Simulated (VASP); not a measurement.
Set up this calculation in VASP 6.6.1, as the native input.

| Property | Result |
| --- | --- |
| Task | single point |
| Functional | PBE |
| Dispersion | D3(BJ) |
| Potentials or basis | VASP PAW PBE potentials, release 64 (B, N) |
| Cutoff | 520 eV |
| k mesh | 12 × 12 × 4 |
| Occupations | gaussian, width 0.05 eV |
| Spin | no spin polarisation |
| Dipole correction | no |
| Further INCAR settings | ALGO = Normal; EDIFF = 1e-07; NBANDS = 16 |

The structure of BN lies in POSCAR:

```
BN
1.0
    2.6973432957      0.0000000000      0.0000000000
   -1.3486716479      2.3359678167      0.0000000000
    0.0000000000      0.0000000000      5.7404481429
B N
2 2
Direct
    0.3333333333      0.6666666667      0.2500000000
    0.6666666667      0.3333333333      0.7500000000
    0.3333333333      0.6666666667      0.7500000000
    0.6666666667      0.3333333333      0.2500000000
```

This cell differs from its parent crystal: ratio of the length along z to the lengths across it x 0.8, volume and fractional coordinates fixed.

One way to write it, as run:

INCAR

```
SYSTEM = BN
PREC = Accurate
ENCUT = 520
EDIFF = 1E-7
ISMEAR = 0
SIGMA = 0.05
LREAL = .False.
LASPH = .True.
NELM = 80
ALGO = Normal
ISIF = 2
LWAVE = .False.
LCHARG = .True.
GGA = PE
IVDW = 12
LELF = .True.
LVHAR = .True.
NBANDS = 16
```

KPOINTS

```
regular mesh
0
Gamma
  12 12 4
  0 0 0
```

Potentials or basis: VASP PAW PBE potentials, release 64 (B, N).

Run with:

```console
$ cat potpaw_PBE.64/B/POTCAR potpaw_PBE.64/N/POTCAR > POTCAR
$ mpirun -np 1 vasp_std > vasp.out
```

It gave:

| Quantity | Value |
| --- | --- |
| Pressure | -41.1 GPa |
| Band gap on the k mesh | 3.60 eV, indirect (least direct gap 3.92 eV) |
| Dispersion energy per atom | -0.144 eV |

It took 34 s on 1 thread of Intel(R) Xeon(R) Platinum 8375C CPU @ 2.90GHz (Ice Lake), with other jobs on the host, peak memory 0.17 GiB.
